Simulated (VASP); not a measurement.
Runs of VASP 6.6.1 on Ru. The structure is that of space group Cmcm (No. 63), or close to it. The cells are those of the table. 

```csv
cell,further INCAR settings,gap on the mesh (eV),pressure (GPa),largest force (eV/Å)
"a = 3.010, b = 2.567, c = 4.282 Å, angles 90.0, 90.0, 125.9°, 2 atoms",ALGO = Fast; EDIFF = 1e-07; NBANDS = 21,none,19.0,0.84
"a = 2.604, b = 2.758, c = 4.282 Å, angles 90.0, 90.0, 118.2°, 2 atoms",ALGO = Fast; EDIFF = 1e-06; NBANDS = 21,none,6.4,0.19
"a = 2.807, b = 2.657, c = 4.282 Å, angles 90.0, 90.0, 121.9°, 2 atoms",ALGO = Fast; EDIFF = 1e-06; NBANDS = 21,none,6.2,0.22
"a = 2.401, b = 2.870, c = 4.282 Å, angles 90.0, 90.0, 114.7°, 2 atoms",ALGO = Fast; EDIFF = 1e-06; NBANDS = 21,none,(a),0.53
```

Alike in all rows: task single point; level PBE; potentials or basis VASP PAW PBE potentials, release 64 (Ru_pv); no spin polarisation; k mesh 24 × 24 × 12; cutoff (eV) 520; smearing gaussian 0.15 eV.

Q: Estimate the missing entries.

A: (a) 23.6.

Caveats: the cell stands under pressure.

A k mesh can miss the band edges, and the runs leave out spin-orbit coupling on Ru.

A gap of «none» marks levels without a gap at the run's occupations.
